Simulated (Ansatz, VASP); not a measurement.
One calculation of Ti2W3, two programs

```
CELL_PARAMETERS angstrom
2.79905 0.00000 0.00000
-1.39952 2.42404 0.00000
0.00000 0.00000 24.45115
ATOMIC_POSITIONS crystal
Ti 0.33333 0.66667 0.14997
Ti 0.33333 0.66667 0.35003
Ti 0.66667 0.33333 0.85003
Ti 0.66667 0.33333 0.64997
W 0.33333 0.66667 0.75000
W 0.33333 0.66667 0.94983
W 0.33333 0.66667 0.55017
W 0.66667 0.33333 0.05017
W 0.66667 0.33333 0.25000
W 0.66667 0.33333 0.44983
```

Alike in both runs: functional PBE; k mesh 18 × 18 × 2; occupations gaussian, width 0.1 eV; no spin polarisation.

Ansatz relaxed the structure, and its values are those at the end. VASP's run is a single point on that final structure, the one shown.

|  | VASP | Ansatz |
| --- | --- | --- |
| version | VASP 6.6.1 | Ansatz 0.2.0 |
| potentials or method | VASP PAW PBE potentials, release 64 (Ti_sv, W_sv), cutoff 520 eV | scalar-relativistic, plane waves, PAW |
| valence electrons in the cell | 132 | 132 |

Ansatz gave:

```
gap on the k mesh at the Fermi level (eV) : none
pressure (GPa)                            : 0.0
rms of the force components (eV/Å)        : 0.000
```

Question: Which values does VASP return?

Answer: gap on the k mesh at the Fermi level (eV): none; pressure (GPa): 0.1; rms of the force components (eV/Å): 0.007.

A gap of «none» marks a metal or a gap that the smearing closes. With one functional, cell and mesh, what is left measures potentials, basis and numerics.

Spin-orbit coupling is off throughout.
